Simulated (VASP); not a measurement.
Runs of VASP 6.6.1 on InSb. The structure is that of space group P4/mmm (No. 123), or close to it. The cells are those of the table. 

```tsv
cell	gap on the mesh (eV)	pressure (GPa)
a = 3.119, b = 3.119, c = 6.049 Å, 2 atoms	none	-2.2
a = 2.980, b = 2.980, c = 6.623 Å, 2 atoms	none	-0.8
a = 3.248, b = 3.248, c = 5.577 Å, 2 atoms	none	(b)
a = 3.163, b = 3.163, c = 5.879 Å, 2 atoms	none	(a)
a = 2.895, b = 2.895, c = 7.019 Å, 2 atoms	none	1.7
```

Alike in all rows: task single point; level PBEsol; potentials or basis VASP PAW PBE potentials, release 64 (In_d, Sb); no spin polarisation; k mesh 18 × 18 × 10; cutoff (eV) 520; smearing gaussian 0.15 eV.

Problem. Estimate the missing entries.

Solution. (a) -1.8; (b) 0.2.

Caveats: the PAW data sets were made with another functional, which shifts forces and pressure a little; spin-orbit coupling is left out, which moves the levels of the heavy elements.

A k mesh can miss the band edges, and the runs leave out spin-orbit coupling on In, Sb.

A gap of «none» marks levels without a gap at the run's occupations.
